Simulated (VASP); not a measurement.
# Al4Co3Ni (Im-3m) in VASP: single point with PBE

Aim: the single point of Al4Co3Ni with PBE.

Everything below comes from runs of VASP 6.6.1. Logs are shortened: lines on timing, memory, paths and dates and some standing lists are left out, and cuts for length are marked.

## 1. The cell of the first run

It takes space group Im-3m (No. 229, cubic). Conventional cell: a = 5.731 Å, b = 5.731 Å, c = 5.731 Å, α = 90.00°, β = 90.00°, γ = 90.00°. Al (site symmetry -3m) has 2 Ni at 2.48 Å and 6 Co at 2.48 Å and 6 Al at 2.87 Å within 3.3 Å. Within 3.3 Å of Ni (site symmetry m-3m) lie 8 Al at 2.48 Å and 6 Co at 2.87 Å. Co (site symmetry 4/mmm) has 8 Al at 2.48 Å and 2 Ni at 2.87 Å and 4 Co at 2.87 Å within 3.3 Å.

## 2. Single point, PBE, collinear spin, ferromagnetic start

File INCAR:

```
SYSTEM = Al4Co3Ni
PREC = Accurate
ENCUT = 520
EDIFF = 1E-6
ISMEAR = 0
SIGMA = 0.1
LREAL = .FALSE.
LASPH = .TRUE.
NELM = 150
ALGO = Normal
ISIF = 2
LWAVE = .FALSE.
LCHARG = .FALSE.
ISPIN = 2
MAGMOM = 0 0 0 0 0.12 0.35 0.35 0.35
LORBIT = 11
LMAXMIX = 4
GGA = PE
NBANDS = 38
```

File KPOINTS:

```
regular mesh
0
G
  10 10 10
  0 0 0
```

File POSCAR:

```
Al4Co3Ni
1.0
   -2.8654417000      2.8654417000      2.8654417000
    2.8654417000     -2.8654417000      2.8654417000
    2.8654417000      2.8654417000     -2.8654417000
Al Ni Co
4 1 3
Direct
    0.0000000000      0.5000000000      0.0000000000
    0.5000000000      0.0000000000      0.0000000000
    0.5000000000      0.5000000000      0.5000000000
    0.0000000000      0.0000000000      0.5000000000
    0.0000000000      0.0000000000      0.0000000000
    0.5000000000      0.0000000000      0.5000000000
    0.0000000000      0.5000000000      0.5000000000
    0.5000000000      0.5000000000      0.0000000000
```

Potentials or basis: VASP PAW PBE potentials, release 64 (Al, Ni, Co).

Started as:

```
cat potpaw_PBE.64/Al/POTCAR potpaw_PBE.64/Ni/POTCAR potpaw_PBE.64/Co/POTCAR > POTCAR
mpirun -np 1 vasp_std > vasp.out
```

OUTCAR:

```text
SYSTEM = Al4Co3Ni
   PREC = Accurate
   ENCUT = 520
   EDIFF = 1E-6
   ISMEAR = 0
   LREAL = .FALSE.
   LASPH = .TRUE.
   NELM = 150
   ISIF = 2
   ISPIN = 2
   LORBIT = 11
   GGA = PE

 ion  position               nearest neighbor table
   1  0.000  0.500  0.000-   5 2.48   6 2.48   7 2.48   8 2.48   7 2.48   5 2.48   8 2.48   6 2.48
                             4 2.87   4 2.87   2 2.87   3 2.87   2 2.87   3 2.87
   2  0.500  0.000  0.000-   5 2.48   6 2.48   7 2.48   8 2.48   6 2.48   8 2.48   5 2.48   7 2.48
                             4 2.87   3 2.87   1 2.87   4 2.87   1 2.87   3 2.87
   3  0.500  0.500  0.500-   5 2.48   6 2.48   7 2.48   8 2.48   8 2.48   6 2.48   7 2.48   5 2.48
                             4 2.87   2 2.87   1 2.87   1 2.87   4 2.87   2 2.87
   4  0.000  0.000  0.500-   5 2.48   6 2.48   7 2.48   8 2.48   5 2.48   7 2.48   6 2.48   8 2.48
                             3 2.87   1 2.87   1 2.87   2 2.87   3 2.87   2 2.87
   5  0.000  0.000  0.000-   1 2.48   2 2.48   3 2.48   4 2.48   4 2.48   1 2.48   2 2.48   3 2.48
                             7 2.87   7 2.87   8 2.87   6 2.87   8 2.87   6 2.87
   6  0.500  0.000  0.500-   1 2.48   2 2.48   3 2.48   4 2.48   2 2.48   3 2.48   4 2.48   1 2.48
                             7 2.87   8 2.87   8 2.87   5 2.87   7 2.87   5 2.87
   7  0.000  0.500  0.500-   1 2.48   2 2.48   3 2.48   4 2.48   1 2.48   4 2.48   3 2.48   2 2.48
                             6 2.87   5 2.87   8 2.87   8 2.87   6 2.87   5 2.87
   8  0.500  0.500  0.000-   1 2.48   2 2.48   3 2.48   4 2.48   3 2.48   2 2.48   1 2.48   4 2.48
                             6 2.87   6 2.87   7 2.87   7 2.87   5 2.87   5 2.87

  LATTYP: Found a body centered cubic cell.
 ALAT       =     5.7308834000

  Lattice vectors:

 A1 = (  -2.8654417000,   2.8654417000,   2.8654417000)
 A2 = (   2.8654417000,  -2.8654417000,   2.8654417000)
 A3 = (   2.8654417000,   2.8654417000,  -2.8654417000)

Analysis of symmetry for initial positions (statically):
=====================================================================
 Subroutine PRICEL returns:
 Original cell was already a primitive cell.

 Routine SETGRP: Setting up the symmetry group for a
 body centered cubic supercell.

 Subroutine GETGRP returns: Found 48 space group operations
 (whereof 48 operations were pure point group operations)
 out of a pool of 48 trial point group operations.

The static configuration has the point symmetry O_h .

Analysis of symmetry for dynamics (positions and initial velocities):
=====================================================================
 Subroutine PRICEL returns:
 Original cell was already a primitive cell.

 Routine SETGRP: Setting up the symmetry group for a
 body centered cubic supercell.

 Subroutine GETGRP returns: Found 48 space group operations
 (whereof 48 operations were pure point group operations)
 out of a pool of 48 trial point group operations.

The dynamic configuration has the point symmetry O_h .

Analysis of structural, dynamic, and magnetic symmetry:
=====================================================================
 Subroutine PRICEL returns:
 Original cell was already a primitive cell.

 Routine SETGRP: Setting up the symmetry group for a
 body centered cubic supercell.

 Subroutine GETGRP returns: Found 48 space group operations
 (whereof 48 operations were pure point group operations)
 out of a pool of 48 trial point group operations.

The overall configuration has the point symmetry O_h .

 Subroutine INISYM returns: Found 48 space group operations
 (whereof 48 operations are pure point group operations),
 and found     1 'primitive' translations

----------------------------------------------------------------------------------------

                                     Primitive cell

  volume of cell :      94.1098

  direct lattice vectors                    reciprocal lattice vectors
    -2.865441700  2.865441700  2.865441700     0.000000000  0.174493168  0.174493168
     2.865441700 -2.865441700  2.865441700     0.174493168  0.000000000  0.174493168
     2.865441700  2.865441700 -2.865441700     0.174493168  0.174493168  0.000000000

  length of vectors
     4.963090611  4.963090611  4.963090611     0.246770605  0.246770605  0.246770605

  position of ions in fractional coordinates (direct lattice)
     0.000000000  0.500000000  0.000000000
     0.500000000  0.000000000  0.000000000
     0.500000000  0.500000000  0.500000000
     0.000000000  0.000000000  0.500000000
     0.000000000  0.000000000  0.000000000
     0.500000000  0.000000000  0.500000000
[... 78 lines left out ...]
   ICHARG =      2    charge: 1-file 2-atom 10-const
   ISPIN  =      2    spin polarized calculation?
   LNONCOLLINEAR =      F non collinear calculations
   LSORBIT =      F    spin-orbit coupling
   LASPH  =      T    aspherical Exc in radial PAW
   ENCUT  =  520.0 eV  38.22 Ry    6.18 a.u.   9.23  9.23  9.23*2*pi/ulx,y,z
   NELM   =    150;   NELMIN=  2; NELMDL= -5     # of ELM steps
   EDIFF  = 0.1E-05   stopping-criterion for ELM
   LREAL  =      F    real-space projection
   EDIFFG = 0.1E-04   stopping-criterion for IOM
   NSW    =      0    number of steps for IOM
   IBRION =     -1    ionic relax: 0-MD 1-quasi-New 2-CG
   NFREE  =      0    steps in history (QN), initial steepest desc. (CG)
   ISIF   =      2    stress and relaxation
   ISYM   =      2    0-nonsym 1-usesym 2-fastsym
   POTIM  = 0.5000    time-step for ionic-motion
   TEBEG  =    0.0;   TEEND  =   0.0 temperature during run
   PSTRESS=    0.0 pullay stress
   NELECT =      49.0000    total number of electrons
   NUPDOWN=      -1.0000    fix difference up-down
   EMIN   =  10.00;   EMAX   =-10.00  energy-range for DOS
   EFERMI =   0.00;   METHOD = LEGACY
   ISMEAR =     0;   SIGMA  =   0.10  broadening in eV -4-tet -1-fermi 0-gaus
   EFERMI_NEDOS =   21; number of points for ismear=-14 and -15
   IALGO  =     38    algorithm
   IMIX   =      4    mixing-type and parameters
     AMIX     =   0.40;   BMIX     =  1.00
     AMIX_MAG =   1.60;   BMIX_MAG =  1.00
  volume/ion in A,a.u.               =      11.76        79.39
  Fermi-wavevector in a.u.,A,eV,Ry     =   1.317029  2.488824 23.600189  1.734565
  Thomas-Fermi vector in A             =   2.447099
   LORBIT       =     11    0 simple, 1 ext, 2 COOP (PROOUT), +10 PAW based schemes
   GGA     = PE    functional components
   LHFCALC =     F    Hartree Fock is set to
   AEXX    =    0.0000 exact exchange contribution
   IVDW    =     0    specifies the selected vdW correction
   LEPSILON=     F    determine dielectric tensor
   LRPA    =     F    only Hartree local field effects (RPA)
 spin polarized calculation
 Gauss-broadening in eV      SIGMA  =   0.10
  energy-cutoff  :      520.00
  volume of cell :       94.11
 maximum number of plane-waves:      2556
 NGX is ok and might be reduce to    40
   NGX = 19   NGY = 19   NGZ = 19

 number of electron      48.9999996 magnetization       0.9519902

 Free energy of the ion-electron system (eV)
  ---------------------------------------------------
  ext. energy  EPLUGINS =         0.00000000
  ---------------------------------------------------
  free energy    TOTEN  =       -46.41178667 eV

  energy without entropy =      -46.38700854  energy(sigma->0) =      -46.39939760

 E-fermi :  10.3056     XC(G=0): -12.1710

 val. band max:       10.3043824516   @ k =  -0.2000   0.3000   0.1000
 cond. band min:      10.3058142576   @ k =   0.2000   0.1000   0.0000
 fundamental gap:      0.0014318060
 Fermi energy:        10.3055968441

 spin component 1

 k-point     1 :       0.0000    0.0000    0.0000
  band No.  band energies     occupation
      1      -0.7029      1.00000
      2       5.0716      1.00000
      3       5.0716      1.00000
      4       5.0716      1.00000
      5       6.9925      1.00000
      6       6.9925      1.00000
[... 925 lines left out ...]
     35      16.2362      0.00000
     36      17.3551      0.00000

 [... further k-points ...]

 spin component 2

 k-point     1 :       0.0000    0.0000    0.0000
  band No.  band energies     occupation
      1      -0.7168      1.00000
      2       5.1109      1.00000
      3       5.1109      1.00000
      4       5.1109      1.00000
      5       7.1632      1.00000
      6       7.1632      1.00000
[... 925 lines left out ...]
     35      16.2821      0.00000
     36      17.3519      0.00000

 [... further k-points ...]

 [bands above 36 left out]

------------------------ aborting loop because EDIFF is reached ----------------------------------------

  FORCE on cell =-STRESS in cart. coord.  units (eV):
  Direction    XX          YY          ZZ          XY          YZ          ZX
  --------------------------------------------------------------------------------------
  -------------------------------------------------------------------------------------
  Total       -0.0516099     -0.0516099     -0.0516099      0.0000000      0.0000000     -0.0000000
  in kB       -0.8786363     -0.8786363     -0.8786363      0.0000000      0.0000000     -0.0000000
  external PRESSURE =      -0.8786363 kB  Pullay stress =       0.0000000 kB

 VOLUME and BASIS-vectors are now :
 -----------------------------------------------------------------------------
  energy-cutoff  :      520.00
  volume of cell :       94.11
      direct lattice vectors                 reciprocal lattice vectors
    -2.865441700  2.865441700  2.865441700     0.000000000  0.174493168  0.174493168
     2.865441700 -2.865441700  2.865441700     0.174493168  0.000000000  0.174493168
     2.865441700  2.865441700 -2.865441700     0.174493168  0.174493168  0.000000000

 POSITION                                       TOTAL-FORCE (eV/Angst)
 -----------------------------------------------------------------------------------
      1.43272     -1.43272      1.43272        -0.000000     -0.000000      0.000000
     -1.43272      1.43272      1.43272        -0.000000     -0.000000      0.000000
      1.43272      1.43272      1.43272        -0.000000     -0.000000      0.000000
      1.43272      1.43272     -1.43272        -0.000000     -0.000000      0.000000
      0.00000      0.00000      0.00000        -0.000000     -0.000000      0.000000
      0.00000      2.86544      0.00000         0.000000      0.000000     -0.000000
      2.86544      0.00000      0.00000         0.000000      0.000000     -0.000000
      0.00000      0.00000      2.86544        -0.000000      0.000000     -0.000000
 -----------------------------------------------------------------------------------
    total drift:                               -0.000000     -0.000000      0.000000

  FREE ENERGIE OF THE ION-ELECTRON SYSTEM (eV)
  ---------------------------------------------------
  free  energy   TOTEN  =       -46.4117866665 eV

  energy  without entropy=      -46.3870085372  energy(sigma->0) =      -46.39939760

 total charge

# of ion       s       p       d       tot
------------------------------------------
    1        0.391   0.422   0.000   0.813
    2        0.391   0.422   0.000   0.813
    3        0.391   0.422   0.000   0.813
    4        0.391   0.422   0.000   0.813
    5        0.480   0.533   8.463   9.476
    6        0.432   0.490   7.502   8.424
    7        0.432   0.490   7.502   8.424
    8        0.432   0.490   7.502   8.424
--------------------------------------------------
tot          3.339   3.691  30.970  37.999

 magnetization (x)

# of ion       s       p       d       tot
------------------------------------------
    1       -0.002  -0.002   0.000  -0.003
    2       -0.002  -0.002   0.000  -0.003
    3       -0.002  -0.002   0.000  -0.003
    4       -0.002  -0.002   0.000  -0.003
    5        0.003  -0.005   0.103   0.101
    6        0.005  -0.003   0.314   0.315
    7        0.005  -0.003   0.314   0.315
    8        0.005  -0.003   0.314   0.315
--------------------------------------------------
tot          0.011  -0.022   1.043   1.032
```

Run time: 15 min. Hardware: 1 thread of Intel Xeon 8259CL, shared host; peak memory 0.46 GiB.

What came out:

```yaml
Free_energy: -46.4118 eV
Pressure: -0.1 GPa
Net_moment: 0.95 μB per cell
Site_moments: Al -0.00; Ni +0.10; Co +0.32 μB
Valence_electrons_inside_the_program's_atomic_spheres: Al 0.81; Ni 9.48; Co 8.42
```
